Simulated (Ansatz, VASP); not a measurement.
## One calculation of Ta4O, two programs

```
Ta O
1.0
     3.25750    0.00000    0.00000
     0.00000    3.25750    0.00000
     0.00000    0.00000    7.40934
Ta O
4 1
Direct
  0.00000 0.00000 0.00000
  0.50000 0.50000 0.21684
  0.50000 0.50000 0.78316
  0.00000 0.00000 0.50000
  0.50000 0.50000 0.50000
```

Alike in both runs: task relaxation of cell and atoms; functional PBEsol; dispersion D3(BJ); k mesh 8 × 8 × 4; occupations fermi-dirac, width 0.05 eV; no spin polarisation.

|  | VASP | Ansatz |
| --- | --- | --- |
| version | VASP 6.6.1 | Ansatz 0.2.0 |
| potentials or method | VASP PAW PBE potentials, release 64 (Ta_pv, O) | Ansatz PAW |
| plane-wave cutoff (eV) | 600 | 420 |
| valence electrons in the cell | 50 | 58 |

Ansatz gave:

- gap on the k mesh at the Fermi level, each at its own relaxed structure (eV): none
- relaxed volume (Å³/atom): 14.73
- relaxed cell length with the largest relative difference (Å): 7.298

Question: What did VASP give for the same quantities?

Answer: gap on the k mesh at the Fermi level, each at its own relaxed structure (eV): none; relaxed volume (Å³/atom): 14.75; relaxed cell length with the largest relative difference (Å): 7.302.

VASP's potentials were made for PBE, not for PBEsol. A gap of «none» marks a metal or a gap that the smearing closes. VASP's potentials hold 50 valence electrons a cell and Ansatz's 58, so a difference there can come from the potentials and not from the codes.

Neither program's run includes spin-orbit coupling. Noted on Ansatz's run: the plane-wave basis is chosen anew once the cell has moved, so the energies of steps on either side of that aren't comparable.
